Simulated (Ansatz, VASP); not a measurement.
## Two plane-wave programs on CrO2

```
Cr O
1.0
     3.58283    0.00000    0.00000
     0.00000    3.58283    0.00000
     0.00000    0.00000    4.20625
Cr O
1 2
Direct
  0.00000 0.00000 0.00000
  0.50000 0.00000 0.00000
  0.00000 0.50000 0.00000
```

Change from the starting cell: ordered vacancies on the anion sites of rhenium trioxide (P4/mmm, No. 123).

Alike in both runs: functional PBE; k mesh 4 × 4 × 4; occupations gaussian, width 0.1 eV; collinear spin.

Ansatz relaxed the structure, and its values are those at the end. VASP's run is a single point on that final structure, the one shown.

|  | VASP | Ansatz |
| --- | --- | --- |
| version | VASP 6.6.1 | Ansatz 0.2.0 |
| potentials or method | VASP PAW PBE potentials, release 64 (Cr_pv, O), cutoff 600 eV | scalar-relativistic, plane waves, PAW |
| valence electrons in the cell | 24 | 26 |

Ansatz gave:

* gap on the k mesh at the Fermi level (eV): none
* pressure (GPa): 0.2
* net moment per atom (μB): 0.63
* size of the moment on the site where the two differ most (μB): 1.56

**Question.** Estimate VASP's values.

**Answer.** gap on the k mesh at the Fermi level (eV): none; pressure (GPa): -2.1; net moment per atom (μB): 0.37; size of the moment on the site where the two differ most (μB): 1.17.

The net moments are unlike, so the other rows may belong to different states. Site moments also hang on the region over which each program counts them. A gap of «none» marks a metal or a gap that the smearing closes. VASP's potentials hold 24 valence electrons a cell and Ansatz's 26, so a difference there can come from the potentials and not from the codes.

The k mesh is coarse, so the values compare programs but aren't converged.
